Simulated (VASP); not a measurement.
# Hf in VASP: a series of runs

Hf is run at these levels: PBE; tasks: single point, relaxation of cell and atoms.

Everything below comes from runs of VASP 6.6.1. Logs are shortened: lines on timing, memory, paths and dates and some standing lists are left out, and cuts for length are marked.

### Step 1. The cell of the first run

It takes space group P-3m1 (No. 164, trigonal). Conventional cell: a = 3.156 Å, b = 3.156 Å, c = 7.842 Å, α = 90.00°, β = 90.00°, γ = 120.00°. Within 4.2 Å of Hf (site symmetry -3m) lie 12 Hf at 3.16 to 3.19 Å. Hf (site symmetry 3m) has 12 Hf at 3.16 to 3.19 Å within 4.2 Å.

### Step 2. Single point, PBE

Contents of INCAR:

```
  PREC = Accurate
  ENCUT = 520
  EDIFF = 1E-6
  ISMEAR = 0
  SIGMA = 0.1
  LREAL = F
  LASPH = T
  NELM = 60
  ALGO = Normal
  ISIF = 2
  LWAVE = F
  LCHARG = F
  GGA = PE
  NBANDS = 22
```

Contents of KPOINTS:

```
Automatic mesh
0
Gamma
  6 6 2
```

Contents of POSCAR:

```
Hf
1.0
    3.1564573303     -0.0000000029      0.0000000000
   -1.5782286627      2.7335722355      0.0000000000
    0.0000000000      0.0000000000      7.8422641643
Hf
3
Direct
    0.0000000000      0.0000000000      0.0000000000
    0.6666666667      0.3333333333      0.6657323087
    0.3333333333      0.6666666667      0.3342676913
```

Potentials or basis: VASP PAW PBE potentials, release 64 (Hf_pv).

Started as:

```console
cat potpaw_PBE.64/Hf_pv/POTCAR > POTCAR
mpirun -np 1 vasp_std > vasp.out
```

OUTCAR:

```text
PREC = Accurate
   ENCUT = 520
   EDIFF = 1E-6
   ISMEAR = 0
   LREAL = F
   LASPH = T
   NELM = 60
   ISIF = 2
   GGA = PE

 ion  position               nearest neighbor table
   1  0.000  0.000  0.000-   2 3.19   3 3.19   2 3.19   3 3.19   2 3.19   3 3.19
   2  0.667  0.333  0.666-   3 3.17   3 3.17   3 3.17   1 3.19   1 3.19   1 3.19
   3  0.333  0.667  0.334-   2 3.17   2 3.17   2 3.17   1 3.19   1 3.19   1 3.19

  LATTYP: Found a hexagonal cell.
 ALAT       =     3.1564573303
 C/A-ratio  =     2.4845145502

  Lattice vectors:

 A1 = (   3.1564573303,  -0.0000000029,   0.0000000000)
 A2 = (  -1.5782286627,   2.7335722355,   0.0000000000)
 A3 = (   0.0000000000,   0.0000000000,   7.8422641643)

Analysis of symmetry for initial positions (statically):
=====================================================================
 Subroutine PRICEL returns:
 Original cell was already a primitive cell.

 Routine SETGRP: Setting up the symmetry group for a
 hexagonal supercell.

 Subroutine GETGRP returns: Found 12 space group operations
 (whereof 12 operations were pure point group operations)
 out of a pool of 24 trial point group operations.

The static configuration has the point symmetry D_3d.

Analysis of symmetry for dynamics (positions and initial velocities):
=====================================================================
 Subroutine PRICEL returns:
 Original cell was already a primitive cell.

 Routine SETGRP: Setting up the symmetry group for a
 hexagonal supercell.

 Subroutine GETGRP returns: Found 12 space group operations
 (whereof 12 operations were pure point group operations)
 out of a pool of 24 trial point group operations.

The dynamic configuration has the point symmetry D_3d.

 Subroutine INISYM returns: Found 12 space group operations
 (whereof 12 operations are pure point group operations),
 and found     1 'primitive' translations

----------------------------------------------------------------------------------------

                                     Primitive cell

  volume of cell :      67.6662

  direct lattice vectors                    reciprocal lattice vectors
     3.156457330 -0.000000003  0.000000000     0.316810872  0.182910842  0.000000000
    -1.578228663  2.733572236  0.000000000     0.000000000  0.365821685  0.000000000
     0.000000000  0.000000000  7.842264164     0.000000000  0.000000000  0.127514195

  length of vectors
     3.156457330  3.156457330  7.842264164     0.365821685  0.365821685  0.127514195

  position of ions in fractional coordinates (direct lattice)
     0.000000000  0.000000000  0.000000000
     0.666666667  0.333333333  0.665732309
     0.333333333  0.666666667  0.334267691

  ion indices of the primitive-cell ions
   primitive index   ion index
                 1           1
                 2           2
                 3           3

----------------------------------------------------------------------------------------

 KPOINTS: Automatic mesh

Automatic generation of k-mesh.
 Grid dimensions read from file:
 generate k-points for:    6    6    2

 Generating k-lattice:

  Cartesian coordinates                     Fractional coordinates (reciprocal lattice)
     0.052801812  0.030485140  0.000000000     0.166666667  0.000000000  0.000000000
     0.000000000  0.060970281  0.000000000     0.000000000  0.166666667  0.000000000
     0.000000000  0.000000000  0.063757097     0.000000000  0.000000000  0.500000000

  Length of vectors
     0.060970281  0.060970281  0.063757097

  Shift w.r.t. Gamma in fractional coordinates (k-lattice)
     0.000000000  0.000000000  0.000000000

 Subroutine IBZKPT returns following result:
 ===========================================

 Found     14 irreducible k-points:

 Following reciprocal coordinates:
            Coordinates               Weight
  0.000000  0.000000  0.000000      1.000000
  0.166667  0.000000  0.000000      6.000000
  0.333333 -0.000000  0.000000      6.000000
  0.500000  0.000000  0.000000      3.000000
  0.166667  0.166667  0.000000      6.000000
  0.333333  0.166667  0.000000     12.000000
  0.333333  0.333333  0.000000      2.000000
  0.000000  0.000000  0.500000      1.000000
  0.166667  0.000000  0.500000      6.000000
  0.333333 -0.000000  0.500000      6.000000
  0.500000  0.000000  0.500000      3.000000
  0.166667  0.166667  0.500000      6.000000
  0.333333  0.166667  0.500000     12.000000
  0.333333  0.333333  0.500000      2.000000
   k-points           NKPTS =     14   k-points in BZ     NKDIM =     14   number of bands    NBANDS=     22
   number of dos      NEDOS =    301   number of ions     NIONS =      3
   total plane-waves  NPLWV =  34560
   dimension x,y,z NGX =    24 NGY =   24 NGZ =   60
   dimension x,y,z NGXF=    48 NGYF=   48 NGZF=  120
   ions per type =               3
   NGX,Y,Z   is equivalent  to a cutoff of  12.64, 12.64, 12.72 a.u.
   NGXF,Y,Z  is equivalent  to a cutoff of  25.28, 25.28, 25.44 a.u.
 SYSTEM =  unknown system
   PREC   = accura    normal or accurate (medium, high low for compatibility)
   ISTART =      0    job   : 0-new  1-cont  2-samecut
   ICHARG =      2    charge: 1-file 2-atom 10-const
   ISPIN  =      1    spin polarized calculation?
   LNONCOLLINEAR =      F non collinear calculations
   LSORBIT =      F    spin-orbit coupling
   LASPH  =      T    aspherical Exc in radial PAW
   ENCUT  =  520.0 eV  38.22 Ry    6.18 a.u.   5.87  5.87 14.58*2*pi/ulx,y,z
   NELM   =     60;   NELMIN=  2; NELMDL= -5     # of ELM steps
   EDIFF  = 0.1E-05   stopping-criterion for ELM
   LREAL  =      F    real-space projection
   EDIFFG = 0.1E-04   stopping-criterion for IOM
   NSW    =      0    number of steps for IOM
   IBRION =     -1    ionic relax: 0-MD 1-quasi-New 2-CG
   NFREE  =      0    steps in history (QN), initial steepest desc. (CG)
   ISIF   =      2    stress and relaxation
   ISYM   =      2    0-nonsym 1-usesym 2-fastsym
   POTIM  = 0.5000    time-step for ionic-motion
   TEBEG  =    0.0;   TEEND  =   0.0 temperature during run
   PSTRESS=    0.0 pullay stress
   NELECT =      30.0000    total number of electrons
   NUPDOWN=      -1.0000    fix difference up-down
   EMIN   =  10.00;   EMAX   =-10.00  energy-range for DOS
   EFERMI =   0.00;   METHOD = LEGACY
   ISMEAR =     0;   SIGMA  =   0.10  broadening in eV -4-tet -1-fermi 0-gaus
   EFERMI_NEDOS =   21; number of points for ismear=-14 and -15
   IALGO  =     38    algorithm
   IMIX   =      4    mixing-type and parameters
     AMIX     =   0.40;   BMIX     =  1.00
     AMIX_MAG =   1.60;   BMIX_MAG =  1.00
  volume/ion in A,a.u.               =      22.56       152.21
  Fermi-wavevector in a.u.,A,eV,Ry     =   1.248316  2.358976 21.201867  1.558293
  Thomas-Fermi vector in A             =   2.382408
   LORBIT       =      0    0 simple, 1 ext, 2 COOP (PROOUT), +10 PAW based schemes
   GGA     = PE    functional components
   LHFCALC =     F    Hartree Fock is set to
   AEXX    =    0.0000 exact exchange contribution
   IVDW    =     0    specifies the selected vdW correction
   LEPSILON=     F    determine dielectric tensor
   LRPA    =     F    only Hartree local field effects (RPA)
 non-spin polarized calculation
 Gauss-broadening in eV      SIGMA  =   0.10
  energy-cutoff  :      520.00
  volume of cell :       67.67
 maximum number of plane-waves:      1852
 NGX is ok and might be reduce to    24

 number of electron      29.9999999 magnetization

 Free energy of the ion-electron system (eV)
  ---------------------------------------------------
  ext. energy  EPLUGINS =         0.00000000
  ---------------------------------------------------
  free energy    TOTEN  =       -29.54940863 eV

  energy without entropy =      -29.52616989  energy(sigma->0) =      -29.53778926

 E-fermi :   4.6962     XC(G=0): -11.2488

 val. band max:        4.6772618639   @ k =   0.3333  -0.0000   0.5000
 cond. band min:       4.7447574659   @ k =   0.3333  -0.0000   0.0000
 fundamental gap:      0.0674956020
 Fermi energy:         4.6961508073

 k-point     1 :       0.0000    0.0000    0.0000
  band No.  band energies     occupation
      1     -25.9872      2.00000
      2     -25.9801      2.00000
      3     -25.4179      2.00000
      4     -25.4179      2.00000
      5     -25.4137      2.00000
      6     -25.4137      2.00000
[... 14 lines left out ...]
     21       6.2419      0.00000
     22       8.8466      0.00000

 k-point     2 :       0.1667    0.0000    0.0000
  band No.  band energies     occupation
      1     -25.9653      2.00000
      2     -25.9519      2.00000
      3     -25.5800      2.00000
      4     -25.5265      2.00000
      5     -25.5151      2.00000
      6     -25.4828      2.00000
[... 14 lines left out ...]
     21       7.0489      0.00000
     22       8.1505      0.00000

 k-point     3 :       0.3333   -0.0000    0.0000
  band No.  band energies     occupation
      1     -26.0165      2.00000
      2     -25.9858      2.00000
      3     -25.8774      2.00000
      4     -25.7261      2.00000
      5     -25.6608      2.00000
      6     -25.5784      2.00000
[... 14 lines left out ...]
     21       8.7214      0.00000
     22       9.2343      0.00000
[... 226 lines left out ...]
 k-point    13 :       0.3333    0.1667    0.5000
  band No.  band energies     occupation
      1     -26.0624      2.00000
      2     -25.9760      2.00000
      3     -25.9551      2.00000
      4     -25.8123      2.00000
      5     -25.6699      2.00000
      6     -25.6368      2.00000
[... 14 lines left out ...]
     21       8.3045      0.00000
     22       9.7165      0.00000

 k-point    14 :       0.3333    0.3333    0.5000
  band No.  band energies     occupation
      1     -25.9675      2.00000
      2     -25.9675      2.00000
      3     -25.9648      2.00000
      4     -25.7796      2.00000
      5     -25.7796      2.00000
      6     -25.7712      2.00000
[... 14 lines left out ...]
     21       7.4560      0.00000
     22      10.3062      0.00000

------------------------ aborting loop because EDIFF is reached ----------------------------------------

  FORCE on cell =-STRESS in cart. coord.  units (eV):
  Direction    XX          YY          ZZ          XY          YZ          ZX
  --------------------------------------------------------------------------------------
  -------------------------------------------------------------------------------------
  Total       -0.3556758     -0.3556758     -0.2309374      0.0000000      0.0000000      0.0000000
  in kB       -8.4215686     -8.4215686     -5.4680556      0.0000000      0.0000000      0.0000000
  external PRESSURE =      -7.4370643 kB  Pullay stress =       0.0000000 kB

 VOLUME and BASIS-vectors are now :
 -----------------------------------------------------------------------------
  energy-cutoff  :      520.00
  volume of cell :       67.67
      direct lattice vectors                 reciprocal lattice vectors
     3.156457330 -0.000000003  0.000000000     0.316810872  0.182910842  0.000000000
    -1.578228663  2.733572236  0.000000000     0.000000000  0.365821685  0.000000000
     0.000000000  0.000000000  7.842264164     0.000000000  0.000000000  0.127514195

 POSITION                                       TOTAL-FORCE (eV/Angst)
 -----------------------------------------------------------------------------------
      0.00000      0.00000      0.00000        -0.000000     -0.000000      0.000000
      1.57823      0.91119      5.22085        -0.000000      0.000000      0.034269
      0.00000      1.82238      2.62142         0.000000     -0.000000     -0.034269
 -----------------------------------------------------------------------------------
    total drift:                                0.000000     -0.000000      0.000000

  FREE ENERGIE OF THE ION-ELECTRON SYSTEM (eV)
  ---------------------------------------------------
  free  energy   TOTEN  =       -29.5494086255 eV

  energy  without entropy=      -29.5261698948  energy(sigma->0) =      -29.53778926
```

It took 18 s on 1 thread of Intel Xeon Platinum 8488C (Sapphire Rapids), shared host; peak memory 0.17 GiB.

What came out:

* Free energy: -29.5494 eV
* Pressure: -0.7 GPa
* Largest force: 0.034 eV/Å
* Band gap on the k mesh: zero (band 15 reaches 5.93 eV, above the bottom of band 16 at 4.60 eV)

Forces in eV/Å, atoms in the order of the input:
```
Hf   0.000  0.000  0.000
Hf   0.000  0.000  0.034
Hf   0.000  0.000 -0.034
```

Stress tensor (GPa, compression positive):
```
-0.84  0.00  0.00
 0.00 -0.84  0.00
 0.00  0.00 -0.55
```

Caveat: the k points lie up to 0.40 Å⁻¹ apart; spin-orbit coupling is left out, which moves the levels of the heavy elements.

### Step 3. Single point, PBE

This run uses another cell than the first one: it holds 1 atom, not 3.

Contents of INCAR:

```
  ALGO = Normal
  EDIFF = 1E-6
  ENCUT = 520
  GGA = PE
  ISIF = 2
  ISMEAR = 0
  LASPH = True
  LCHARG = False
  LREAL = False
  LWAVE = False
  NBANDS = 11
  NELM = 100
  PREC = Accurate
  SIGMA = 0.1
```

Contents of KPOINTS:

```
k-points
0
Gamma
  22 22 22
```

Contents of POSCAR:

```
Hf
1.0
    0.0000000000      2.2426409392      2.2426409392
    2.2426409392      0.0000000000      2.2426409392
    2.2426409392      2.2426409392      0.0000000000
Hf
1
Direct
    0.0000000000      0.0000000000      0.0000000000
```

Potentials or basis: VASP PAW PBE potentials, release 64 (Hf_pv).

Started as:

```console
cat potpaw_PBE.64/Hf_pv/POTCAR > POTCAR
mpirun -np 1 vasp_std > vasp.out
```

Wall time 30 s (1 thread of Intel Xeon Platinum 8488C (Sapphire Rapids), shared host); peak memory 0.2 GiB.

The run converged. Its results:

```
Free energy            : -9.8566 eV
Pressure               : -0.5 GPa
Band gap on the k mesh : zero (band 5 reaches 6.08 eV, above the bottom of band 6 at 4.07 eV)
```

Levels at points of the mesh, in eV from the Fermi level:
```tsv
k point	band 3	band 4	band 5	band 6	band 7	band 8
(0.00, 0.00, 0.00)	-30.04	-7.18	1.40	1.40	1.40	4.16
(0.50, 0.00, 0.00)	-30.15	-3.61	0.56	1.19	1.19	6.25
(0.50, 0.50, 0.00)	-30.33	-3.21	-2.09	2.48	6.26	6.87
```

Caveat: spin-orbit coupling is left out, which moves the levels of the heavy elements.

### Step 4. Relaxation of cell and atoms, PBE

This run uses another cell than the first one: it holds 1 atom, not 3.

Contents of INCAR:

```
SYSTEM = Hf
  PREC = Accurate
  ENCUT = 600
  EDIFF = 1E-6
  ISMEAR = 0
  SIGMA = 0.1
  LREAL = .False.
  LASPH = .True.
  NELM = 60
  ALGO = Fast
  ISIF = 3
  LWAVE = .False.
  LCHARG = .False.
  GGA = PE
  IBRION = 2
  NSW = 100
  EDIFFG = -0.01
```

Contents of KPOINTS:

```
regular mesh
0
Gamma
  22 22 22
  0 0 0
```

POSCAR is that of step 3.

Potentials or basis: VASP PAW PBE potentials, release 64 (Hf_pv).

Started as:

```console
cat potpaw_PBE.64/Hf_pv/POTCAR > POTCAR
mpirun -np 1 vasp_std > vasp.out
```

OUTCAR:

```text
SYSTEM = Hf
   PREC = Accurate
   ENCUT = 600
   EDIFF = 1E-6
   ISMEAR = 0
   LREAL = .False.
   LASPH = .True.
   NELM = 60
   ISIF = 3
   GGA = PE
   IBRION = 2
   NSW = 100
   EDIFFG = -0.01

 ion  position               nearest neighbor table
   1  0.000  0.000  0.000-

  LATTYP: Found a face centered cubic cell.
 ALAT       =     4.4852818784

  Lattice vectors:

 A1 = (   0.0000000000,   2.2426409392,   2.2426409392)
 A2 = (   2.2426409392,   0.0000000000,   2.2426409392)
 A3 = (   2.2426409392,   2.2426409392,   0.0000000000)

Analysis of symmetry for initial positions (statically):
=====================================================================
 Subroutine PRICEL returns:
[... 249 lines left out ...]

  energy without entropy =       -9.84923767  energy(sigma->0) =       -9.85312003

 E-fermi :   4.7118     XC(G=0): -11.2693

 val. band max:        4.7100341028   @ k =  -0.3636   0.0909   0.0000
 cond. band min:       4.7154413032   @ k =  -0.3182   0.2727   0.0455
 fundamental gap:      0.0054072003
 Fermi energy:         4.7118373749

 k-point     1 :       0.0000    0.0000    0.0000
  band No.  band energies     occupation
      1     -25.3133      2.00000
      2     -25.3133      2.00000
      3     -25.3133      2.00000
      4      -2.4828      2.00000
      5       6.1167      0.00000
      6       6.1167      0.00000
      7       6.1167      0.00000
      8       8.8940      0.00000
      9       8.8940      0.00000
[... 265 lines left out ...]
 k-point    24 :      -0.4545    0.0455    0.0000
  band No.  band energies     occupation
      1     -26.1022      2.00000
      2     -25.4329      2.00000
      3     -25.4203      2.00000
      4       1.1385      2.00000
      5       5.1369      0.00000
      6       5.8789      0.00000
      7       5.9608      0.00000
      8      10.8266      0.00000
      9      11.1001      0.00000

 [... further k-points ...]
[... 5 lines left out ...]
  --------------------------------------------------------------------------------------
  -------------------------------------------------------------------------------------
  Total       -0.0000669     -0.0000669     -0.0000669      0.0000000      0.0000000      0.0000000
  in kB       -0.0047721     -0.0047721     -0.0047721      0.0000000      0.0000000      0.0000000
  external PRESSURE =      -0.0047721 kB  Pullay stress =       0.0000000 kB
[... 16 lines left out ...]
  FREE ENERGIE OF THE ION-ELECTRON SYSTEM (eV)
  ---------------------------------------------------
  free  energy   TOTEN  =        -9.8570023941 eV

  energy  without entropy=       -9.8492376694  energy(sigma->0) =       -9.85312003

 reached required accuracy - stopping structural energy minimisation
```

CONTCAR:

```text
Hf
   1.00000000000000
    -0.0000000000000000    2.2391589838340051    2.2391589838340051
     2.2391589838340051   -0.0000000000000000    2.2391589838340051
     2.2391589838340051    2.2391589838340051    0.0000000000000000
  Hf
     1
Direct
     0.0000000000000000    0.0000000000000000    0.0000000000000000

  0.00000000E+00  0.00000000E+00  0.00000000E+00
```

Run time: 3 min. Hardware: 1 thread of Intel Xeon Platinum 8488C (Sapphire Rapids), shared host; peak memory 0.24 GiB.

Results:

```yaml
Free_energy: -9.8570 eV
Relaxed_volume: 22.45 Å³/atom
Relaxed_cell: a = 3.167 Å, b = 3.167 Å, c = 3.167 Å, α = 60.00°, β = 60.00°, γ = 60.00°
Space_group_after_relaxing_to_0.05_Å: Fm-3m (No. 225)
Energy_gained_by_relaxing: 0.1 meV/atom
Ionic_steps: 3
Pressure_after_relaxing: 0.0 GPa
Band_gap_on_the_k_mesh: zero (band 5 reaches 6.12 eV, above the bottom of band 6 at 4.10 eV)
```

The path:
```tsv
step	energy change (eV)	largest force (eV/Å)	pressure (GPa)	volume (Å³)
1	0.0000	0.0000	-0.45	22.56
2	0.0000	0.0000	0.52	22.35
3	-0.0001	0.0000	0.00	22.45
```

Final structure:
```yaml
crystal:
  lattice:
    - [0.00000, 2.23916, 2.23916]
    - [2.23916, 0.00000, 2.23916]
    - [2.23916, 2.23916, 0.00000]
  atoms:
    - { symbol: Hf, position: [0.00000, 0.00000, 0.00000] }
```

Levels at points of the mesh, in eV from the Fermi level:
```
           k point  band 1  band 2  band 3  band 4  band 5  band 6  band 7  band 8  band 9
(0.00, 0.00, 0.00)  -30.03  -30.03  -30.03   -7.19    1.40    1.40    1.40    4.18    4.18
(0.50, 0.00, 0.00)  -30.83  -30.13  -30.13   -3.62    0.57    1.19    1.19    6.28    6.28
(0.50, 0.50, 0.00)  -30.78  -30.31  -30.31   -3.23   -2.11    2.50    6.30    6.90    6.90
```

Caveat: spin-orbit coupling is left out, which moves the levels of the heavy elements.

### Step 5. Overview

| task | cell | k mesh | cutoff (eV) | gap on the mesh (eV) | pressure (GPa) |
| --- | --- | --- | --- | --- | --- |
| single point | a = 3.156, b = 3.156, c = 7.842 Å, angles 90.0, 90.0, 120.0°, 3 atoms | 6 × 6 × 2 | 520 | none | -0.7 |
| single point | a = 3.172 Å, angles 60.0°, 1 atom | 22 × 22 × 22 | 520 | none | -0.5 |
| relaxation of cell and atoms | relaxed from a = 3.172 Å, angles 60.0°, 1 atom | 22 × 22 × 22 | 600 | none | 0.0 |

Alike in all rows: level PBE; potentials or basis VASP PAW PBE potentials, release 64 (Hf_pv); no spin polarisation; smearing gaussian 0.1 eV.

Caveats: some runs use coarse meshes; spin-orbit coupling is left out, which moves the levels of the heavy elements.

Total energies depend on the potentials used, so only differences within one code and one set of settings carry meaning.
